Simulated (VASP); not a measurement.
# NaH (P-3m1) in VASP: a series of runs

Runs on NaH. Level: PBE. Tasks: single point.

All numbers are computed with VASP 6.6.1; they aren't measurements. Logs are shortened: lines on timing, memory, paths and dates and some standing lists are left out, and cuts for length are marked.

### 1 The cell of the first run

It takes space group P-3m1 (No. 164, trigonal). The conventional cell has a = 3.385 Å, b = 3.385 Å, c = 14.282 Å, α = 90.00°, β = 90.00°, γ = 120.00°. Within 3.2 Å of Na (site symmetry 3m) lie 6 H at 2.45 Å. Within 3.2 Å of Na (site symmetry 3m) lie 6 H at 2.40 Å. Within 3.2 Å of Na (site symmetry -3m) lie 6 H at 2.40 Å. Within 3.2 Å of H (site symmetry -3m) lie 6 Na at 2.45 Å and 2 H at 2.95 Å. H (site symmetry 3m) has 6 Na at 2.40 to 2.45 Å and 1 H at 2.95 Å within 3.2 Å. Within 3.2 Å of H (site symmetry 3m) lie 6 Na at 2.40 Å.

### 2 Single point, PBE

The input, INCAR:

```
SYSTEM = NaH
PREC = Accurate ; ENCUT = 520
EDIFF = 1E-6 ; ISMEAR = 0
SIGMA = 0.02 ; LREAL = .False.
LASPH = .True. ; NELM = 80
ALGO = Normal ; ISIF = 2
LWAVE = .False. ; LCHARG = .False.
GGA = PE ; NBANDS = 31
```

The input, KPOINTS:

```
Automatic mesh
0
Gamma
  9 9 3
  0 0 0
```

The input, POSCAR:

```
NaH
1.0
    3.3854398570      0.0000000000      0.0000000000
   -1.6927199285      2.9318769191      0.0000000000
    0.0000000000      0.0000000000     14.2817865807
Na H
5 5
Direct
    0.0000000000      0.0000000000     -0.0032684132
    0.3333333333      0.6666666667      0.2032684132
    0.0000000000      0.0000000000      0.4043848025
    0.6666666667      0.3333333333      0.6000000000
    0.3333333333      0.6666666667      0.7956151975
    0.6666666667      0.3333333333      0.1000000000
    0.6666666667      0.3333333333      0.3064994963
    0.3333333333      0.6666666667      0.5021081098
    0.0000000000      0.0000000000      0.6978918902
    0.6666666667      0.3333333333      0.8935005037
```

Potentials or basis: VASP PAW PBE potentials, release 64 (Na_pv, H).

On the command line:

```
cat potpaw_PBE.64/Na_pv/POTCAR potpaw_PBE.64/H/POTCAR > POTCAR
mpirun -np 1 vasp_std > vasp.out
```

OUTCAR:

```text
SYSTEM = NaH
   PREC = Accurate
   ENCUT = 520
   EDIFF = 1E-6
   ISMEAR = 0
   LREAL = .False.
   LASPH = .True.
   NELM = 80
   ISIF = 2
   GGA = PE

 ion  position               nearest neighbor table
   1  0.000  0.000  0.997-
   2  0.333  0.667  0.203-
   3  0.000  0.000  0.404-
   4  0.667  0.333  0.600-
   5  0.333  0.667  0.796-
   6  0.667  0.333  0.100-
   7  0.667  0.333  0.306-
   8  0.333  0.667  0.502-
   9  0.000  0.000  0.698-
  10  0.667  0.333  0.894-

  LATTYP: Found a hexagonal cell.
 ALAT       =     3.3854398570
 C/A-ratio  =     4.2185911385

  Lattice vectors:

 A1 = (   3.3854398570,   0.0000000000,   0.0000000000)
 A2 = (  -1.6927199285,   2.9318769191,   0.0000000000)
 A3 = (   0.0000000000,   0.0000000000,  14.2817865807)

Analysis of symmetry for initial positions (statically):
=====================================================================
 Subroutine PRICEL returns:
 Original cell was already a primitive cell.

 Routine SETGRP: Setting up the symmetry group for a
 hexagonal supercell.

 Subroutine GETGRP returns: Found 12 space group operations
 (whereof  6 operations were pure point group operations)
 out of a pool of 24 trial point group operations.

The static configuration has the point symmetry C_3v.
 The point group associated with its full space group is D_3d.

Analysis of symmetry for dynamics (positions and initial velocities):
=====================================================================
 Subroutine PRICEL returns:
 Original cell was already a primitive cell.

 Routine SETGRP: Setting up the symmetry group for a
 hexagonal supercell.

 Subroutine GETGRP returns: Found 12 space group operations
 (whereof  6 operations were pure point group operations)
 out of a pool of 24 trial point group operations.

The dynamic configuration has the point symmetry C_3v.
 The point group associated with its full space group is D_3d.

 Subroutine INISYM returns: Found 12 space group operations
 (whereof  6 operations are pure point group operations),
 and found     1 'primitive' translations

----------------------------------------------------------------------------------------

                                     Primitive cell

  volume of cell :     141.7566

  direct lattice vectors                    reciprocal lattice vectors
[... 109 lines left out ...]
   ISIF   =      2    stress and relaxation
   ISYM   =      2    0-nonsym 1-usesym 2-fastsym
   POTIM  = 0.5000    time-step for ionic-motion
   TEBEG  =    0.0;   TEEND  =   0.0 temperature during run
   PSTRESS=    0.0 pullay stress
   NELECT =      40.0000    total number of electrons
   NUPDOWN=      -1.0000    fix difference up-down
   EMIN   =  10.00;   EMAX   =-10.00  energy-range for DOS
   EFERMI =   0.00;   METHOD = LEGACY
   ISMEAR =     0;   SIGMA  =   0.02  broadening in eV -4-tet -1-fermi 0-gaus
   EFERMI_NEDOS =   21; number of points for ismear=-14 and -15
   IALGO  =     38    algorithm
   IMIX   =      4    mixing-type and parameters
     AMIX     =   0.40;   BMIX     =  1.00
     AMIX_MAG =   1.60;   BMIX_MAG =  1.00
  volume/ion in A,a.u.               =      14.18        95.66
  Fermi-wavevector in a.u.,A,eV,Ry     =   1.073776  2.029142 15.687449  1.152995
  Thomas-Fermi vector in A             =   2.209585
   LORBIT       =      0    0 simple, 1 ext, 2 COOP (PROOUT), +10 PAW based schemes
   GGA     = PE    functional components
   LHFCALC =     F    Hartree Fock is set to
   AEXX    =    0.0000 exact exchange contribution
   IVDW    =     0    specifies the selected vdW correction
   LEPSILON=     F    determine dielectric tensor
   LRPA    =     F    only Hartree local field effects (RPA)
 non-spin polarized calculation
 Gauss-broadening in eV      SIGMA  =   0.02
  energy-cutoff  :      520.00
  volume of cell :      141.76
 maximum number of plane-waves:      3845
 NGX is ok and might be reduce to    28

 number of electron      39.9999998 magnetization

 Free energy of the ion-electron system (eV)
  ---------------------------------------------------
  ext. energy  EPLUGINS =         0.00000000
  ---------------------------------------------------
  free energy    TOTEN  =       -25.21774797 eV

  energy without entropy =      -25.21774797  energy(sigma->0) =      -25.21774797

 E-fermi :  -0.5323     XC(G=0):  -7.7444

 val. band max:       -0.6955673895   @ k =   0.3333   0.3333   0.3333
 cond. band min:       2.4726659417   @ k =   0.4444   0.1111   0.3333
 fundamental gap:      3.1682333313
 Fermi energy:        -0.5323030515

 k-point     1 :       0.0000    0.0000    0.0000
  band No.  band energies     occupation
      1     -23.5043      2.00000
      2     -23.4753      2.00000
      3     -23.4753      2.00000
      4     -23.4719      2.00000
      5     -23.4719      2.00000
      6     -23.4693      2.00000
[... 805 lines left out ...]
     30       9.1890      0.00000
     31       9.4437      0.00000

 [... further k-points ...]

------------------------ aborting loop because EDIFF is reached ----------------------------------------

  FORCE on cell =-STRESS in cart. coord.  units (eV):
  Direction    XX          YY          ZZ          XY          YZ          ZX
  --------------------------------------------------------------------------------------
  -------------------------------------------------------------------------------------
  Total       -0.0052375     -0.0052375      0.0044665     -0.0000000      0.0000000      0.0000000
  in kB       -0.0591959     -0.0591959      0.0504814     -0.0000000      0.0000000      0.0000000
  external PRESSURE =      -0.0226368 kB  Pullay stress =       0.0000000 kB

 VOLUME and BASIS-vectors are now :
 -----------------------------------------------------------------------------
  energy-cutoff  :      520.00
  volume of cell :      141.76
      direct lattice vectors                 reciprocal lattice vectors
     3.385439857  0.000000000  0.000000000     0.295382592  0.170539219  0.000000000
    -1.692719929  2.931876919  0.000000000     0.000000000  0.341078438  0.000000000
     0.000000000  0.000000000 14.281786581     0.000000000  0.000000000  0.070019251

 POSITION                                       TOTAL-FORCE (eV/Angst)
 -----------------------------------------------------------------------------------
      0.00000      0.00000     14.23511        -0.000000      0.000000      0.001830
     -0.00000      1.95458      2.90304         0.000000     -0.000000     -0.001830
      0.00000      0.00000      5.77534        -0.000000      0.000000     -0.002575
      1.69272      0.97729      8.56907        -0.000000      0.000000      0.000000
     -0.00000      1.95458     11.36281         0.000000     -0.000000      0.002575
      1.69272      0.97729      1.42818         0.000000      0.000000      0.000000
      1.69272      0.97729      4.37736         0.000000      0.000000      0.002188
     -0.00000      1.95458      7.17100        -0.000000      0.000000      0.002506
      0.00000      0.00000      9.96714         0.000000      0.000000     -0.002506
      1.69272      0.97729     12.76078        -0.000000      0.000000     -0.002188
 -----------------------------------------------------------------------------------
    total drift:                               -0.000000      0.000000     -0.000075

  FREE ENERGIE OF THE ION-ELECTRON SYSTEM (eV)
  ---------------------------------------------------
  free  energy   TOTEN  =       -25.2177479729 eV

  energy  without entropy=      -25.2177479729  energy(sigma->0) =      -25.21774797
```

stdout:

```text
POSCAR found type information on POSCAR NaH
 POSCAR found :  2 types and      10 ions
 scaLAPACK will be used
 LDA part: xc-table for (Slater+PW92), standard interpolation
 POSCAR, INCAR and KPOINTS ok, starting setup
 FFT: planning ... GRIDC
 FFT: planning ... GRID_SOFT
 FFT: planning ... GRID
 WAVECAR not read
 entering main loop
```

Wall time 89 s (1 thread of AMD EPYC 9R45 (Zen 5), shared host); peak memory 0.28 GiB.

Results:

```yaml
Free_energy: -25.2177 eV
Pressure: 0.0 GPa
Band_gap_on_the_k_mesh: 3.17 eV (least direct gap 3.37 eV)
```

Forces in eV/Å, atoms in the order of the input:
```
Na   0.000  0.000  0.002
Na   0.000  0.000 -0.002
Na   0.000  0.000 -0.003
Na   0.000  0.000  0.000
Na   0.000  0.000  0.003
H    0.000  0.000  0.000
H    0.000  0.000  0.002
H    0.000  0.000  0.003
H    0.000  0.000 -0.003
H    0.000  0.000 -0.002
```

### 3 Single point, PBE

This run uses another cell than the first one: it holds 14 atoms, not 10.

The input, INCAR:

```
ALGO = Normal
EDIFF = 1E-7
ENCUT = 520
GGA = PE
ISIF = 2
ISMEAR = 0
LASPH = True
LCHARG = False
LREAL = False
LWAVE = False
NBANDS = 41
NELM = 60
PREC = Accurate
SIGMA = 0.02
```

The input, KPOINTS:

```
k-points
0
Gamma
  9 9 2
```

The input, POSCAR:

```
NaH
1.0
    3.3748459206      0.0000000000      0.0000000000
   -1.6874229603      2.9227023011      0.0000000000
    0.0000000000      0.0000000000     20.1867484065
Na H
7 7
Direct
    0.0000000000      0.0000000000      0.0016124317
    0.3333333333      0.6666666667      0.1477014439
    0.0000000000      0.0000000000      0.2900626518
    0.6666666667      0.3333333333      0.4285714286
    0.3333333333      0.6666666667      0.5670802053
    0.0000000000      0.0000000000      0.7094414133
    0.3333333333      0.6666666667      0.8555304254
    0.6666666667      0.3333333333      0.0747312806
    0.6666666667      0.3333333333      0.2208466245
    0.3333333333      0.6666666667      0.3593276754
    0.0000000000      0.0000000000      0.4978151817
    0.6666666667      0.3333333333      0.6362962327
    0.6666666667      0.3333333333      0.7824115766
    0.6666666667      0.3333333333      0.9285714286
```

Potentials or basis: VASP PAW PBE potentials, release 64 (Na_pv, H).

On the command line:

```
cat potpaw_PBE.64/Na_pv/POTCAR potpaw_PBE.64/H/POTCAR > POTCAR
mpirun -np 1 vasp_std > vasp.out
```

Wall time 2.2 min (1 thread of AMD EPYC 9R45 (Zen 5), shared host); peak memory 0.36 GiB.

Results (log left out):

- Free energy: -35.1751 eV
- Pressure: 0.0 GPa
- Largest force: 0.004 eV/Å
- Band gap on the k mesh: 2.83 eV (least direct gap 3.07 eV)

Forces in eV/Å, atoms in the order of the input:
```
Na   0.000  0.000  0.001
Na   0.000  0.000  0.004
Na   0.000  0.000  0.001
Na   0.000  0.000  0.000
Na   0.000  0.000 -0.001
Na   0.000  0.000 -0.004
Na   0.000  0.000 -0.001
H    0.000  0.000 -0.004
H    0.000  0.000 -0.004
H    0.000  0.000 -0.002
H    0.000  0.000  0.002
H    0.000  0.000  0.004
H    0.000  0.000  0.004
H    0.000  0.000  0.000
```

Levels at points of the mesh, in eV from the valence-band top:
```
           k point  band 26  band 27  band 28  band 29  band 30  band 31
(0.00, 0.00, 0.00)    -2.94    -1.90    -1.74     3.07     3.41     5.48
(0.00, 0.00, 0.50)    -2.37    -2.36    -1.57     2.83     4.16     4.31
```
